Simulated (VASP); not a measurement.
# Ga8N7F (a cell with a defect): single point with PBEsol+D3(BJ)

The system is Ga8N7F (a cell with a defect).

```
CELL_PARAMETERS angstrom
6.36549 0.00000 0.00000
0.00000 5.51268 0.00000
0.00000 0.00000 5.18562
ATOMIC_POSITIONS crystal
Ga 0.25058 0.17484 0.50443
Ga 0.99474 0.67412 0.50273
Ga 0.75341 0.16982 0.50230
Ga 0.50674 0.64828 0.50601
Ga 0.99167 0.33497 0.99956
Ga 0.50594 0.33825 0.99452
Ga 0.24707 0.83203 0.98645
Ga 0.75582 0.82749 0.99789
N 0.99888 0.33822 0.39201
N 0.26586 0.84629 0.37146
N 0.74029 0.82969 0.37220
N 0.25119 0.16095 0.87750
N 0.98960 0.66081 0.89398
N 0.75404 0.15826 0.87551
N 0.49214 0.67350 0.87292
F 0.49483 0.34042 0.36021
```

| Property | Result |
| --- | --- |
| Program | VASP 6.6.1 |
| Task | single point |
| Functional | PBEsol |
| Dispersion | D3(BJ) |
| Potentials or basis | VASP PAW PBE potentials, release 64 (Ga_d, N, F) |
| Cutoff | 520 eV |
| k mesh | 2 × 2 × 2, shifted |
| Occupations | fermi-dirac, width 0.05 eV |
| Spin | no spin polarisation |

```yaml
Pressure: 6.4 GPa
Largest_force: 4.028 eV/Å
Band_gap_on_the_k_mesh: 1.40 eV
Dispersion_energy_per_atom: -0.217 eV
```

Forces in eV/Å, atoms in the order of the input:
```
Ga  -1.805 -1.448  0.764
Ga   0.787  0.062 -0.175
Ga   1.098 -1.284  0.513
Ga  -0.605  3.920  0.703
Ga   1.008 -0.860  0.858
Ga  -0.356 -0.492 -3.100
Ga  -0.182  0.122  1.357
Ga  -1.738  0.697  0.688
N    0.524  0.192 -1.046
N   -1.127 -1.025  0.311
N    0.901  0.337  0.414
N   -0.349  1.001  0.408
N    1.376  0.229 -1.576
N   -0.267  0.131  0.449
N    1.022 -0.674  0.481
F   -0.286 -0.907 -1.050
```

Stress tensor (GPa, compression positive):
```
 5.09 -0.79 -1.03
-0.79  6.29  0.38
-1.03  0.38  7.73
```

Levels at points of the mesh, in eV from the valence-band top:
| k point | band 70 | band 71 | band 72 | band 73 | band 74 | band 75 | band 76 | band 77 |
| --- | --- | --- | --- | --- | --- | --- | --- | --- |
| (0.25, 0.25, 0.25) | -3.46 | -3.11 | -3.03 | -0.02 | 1.40 | 1.75 | 2.41 | 2.72 |

Run time: 3.6 min on 1 thread of AMD EPYC 7R43 64-Core Processor (Zen 3), with other jobs on the host, peak memory 0.23 GiB.

Caveat: the k points lie up to 0.61 Å⁻¹ apart; the PAW data sets were made with another functional, which shifts forces and pressure a little.
